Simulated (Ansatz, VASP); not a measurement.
**MgO2 in VASP and in Ansatz**

```xyz
3
Lattice="1.6048 0.9265 3.5813 -1.6048 0.9265 3.5813 0.0000 -1.8530 3.5813" Properties=species:S:1:pos:R:3 pbc="T T T"
Mg    0.0000    0.0000    0.0000
O     0.0000    0.0000    4.6069
O     0.0000    0.0000    6.1371
```

Change from the starting cell: strain +0.000 along x and y, +0.025 along z, atoms carried along.

Alike in both runs: task single point; functional PBEsol; k mesh 12 × 12 × 12; occupations gaussian, width 0.05 eV; no spin polarisation.

|  | VASP | Ansatz |
| --- | --- | --- |
| version | VASP 6.6.1 | Ansatz 0.2.0 |
| potentials or method | VASP PAW PBE potentials, release 64 (Mg, O), cutoff 520 eV | scalar-relativistic, plane waves, PAW |
| valence electrons in the cell | 14 | 22 |

|  | VASP | Ansatz | Ansatz less VASP |
| --- | --- | --- | --- |
| gap on the k mesh at the Fermi level (eV) | 1.72 | 1.74 | +0.022 |
| least direct gap on the mesh (eV) | 1.72 | 1.74 | +0.022 |
| pressure (GPa) | -9.0 | -8.7 | +0.27 |
| traceless stress, the component that is largest in VASP (GPa) | -8.49 | -9.29 | -0.800 |
| rms of the force components (eV/Å) | 0.329 | 0.396 | +0.0673 |

VASP's potentials were made for PBE, not for PBEsol. Atom by atom the forces differ by 0.067 eV/Å (rms over components). VASP's potentials hold 14 valence electrons a cell and Ansatz's 22, so a difference there can come from the potentials and not from the codes.
